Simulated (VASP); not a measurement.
Input of a VASP 6.6.1 run:

File INCAR:

```
SYSTEM = GeW
ALGO     = Normal         ! electronic algorithm
EDIFF    = 1E-6           ! SCF threshold, eV
ENCUT    = 520            ! plane-wave cutoff, eV
GGA      = PE             ! functional
ISIF     = 2              ! what is computed and relaxed
ISMEAR   = -1             ! smearing method
LASPH    = .True.         ! aspherical terms in the spheres
LCHARG   = .False.        ! write CHGCAR
LREAL    = .False.        ! projectors in reciprocal space
LWAVE    = .False.        ! write WAVECAR
NBANDS   = 36             ! bands
NELM     = 100            ! most SCF steps
PREC     = Accurate       ! precision mode
SIGMA    = 0.05           ! smearing width, eV
```

File KPOINTS:

```
k-points
0
Gamma
  12 12 7
  0 0 0
```

File POSCAR:

```
GeW
1.0
    2.4266683924      0.0000000000      0.0000000000
   -1.2133341962      2.1015564744      0.0000000000
    0.0000000000      0.0000000000      7.2658505092
Ge W
2 2
Direct
    0.0000000000      0.0000000000      0.0000000000
    0.0000000000      0.0000000000      0.5000000000
    0.3333333333      0.6666666667      0.2500000000
    0.6666666667      0.3333333333      0.7500000000
```

Potentials or basis: VASP PAW PBE potentials, release 64 (Ge_d, W_sv).

Run with:

```sh
$ cat potpaw_PBE.64/Ge_d/POTCAR potpaw_PBE.64/W_sv/POTCAR > POTCAR
$ mpirun -np 1 vasp_std > vasp.out
```

Problem. What does it give for the pressure?

Solution. 346.5 GPa.

Problem. What does it give for the band gap on the k mesh?

Solution. Zero (bands 28 and 29 overlap by 1.91 eV).

Stress tensor (GPa, compression positive):
```
346.89   0.00   0.00
  0.00 346.89   0.00
  0.00   0.00 345.77
```

Caveat: the cell stands under pressure; spin-orbit coupling is left out, which moves the levels of the heavy elements.
